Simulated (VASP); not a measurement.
Here is a VASP 6.6.1 calculation.

Contents of INCAR:

```
SYSTEM = Zr
PREC     = Accurate       ! precision mode
ENCUT    = 520            ! plane-wave cutoff, eV
EDIFF    = 1E-6           ! SCF threshold, eV
ISMEAR   = -1             ! smearing method
SIGMA    = 0.3            ! smearing width, eV
LREAL    = .False.        ! projectors in reciprocal space
LASPH    = .True.         ! aspherical terms in the spheres
NELM     = 60             ! most SCF steps
ALGO     = Normal         ! electronic algorithm
ISIF     = 2              ! what is computed and relaxed
LWAVE    = .False.        ! write WAVECAR
LCHARG   = .True.         ! write CHGCAR
GGA      = PE             ! functional
LELF     = .True.         ! ELF
LVHAR    = .True.       
NBANDS   = 12             ! bands
```

Contents of KPOINTS:

```
Automatic mesh
0
Gamma
  8 8 8
  0 0 0
```

POSCAR

```
Zr
1.0
   -1.8100000000      1.8100000000      1.8100000000
    1.8100000000     -1.8100000000      1.8100000000
    1.8100000000      1.8100000000     -1.8100000000
Zr
1
Direct
    0.0000000000      0.0000000000      0.0000000000
```

Potentials or basis: VASP PAW PBE potentials, release 64 (Zr_sv).

Launch:

```console
$ cat potpaw_PBE.64/Zr_sv/POTCAR > POTCAR
$ mpirun -np 1 vasp_std > vasp.out
```

**Question.** Predict the band gap on the k mesh.

**Answer.** Zero (band 6 reaches 9.62 eV, above the bottom of band 7 at 7.98 eV).

**Question.** Predict the pressure.

**Answer.** -0.8 GPa.
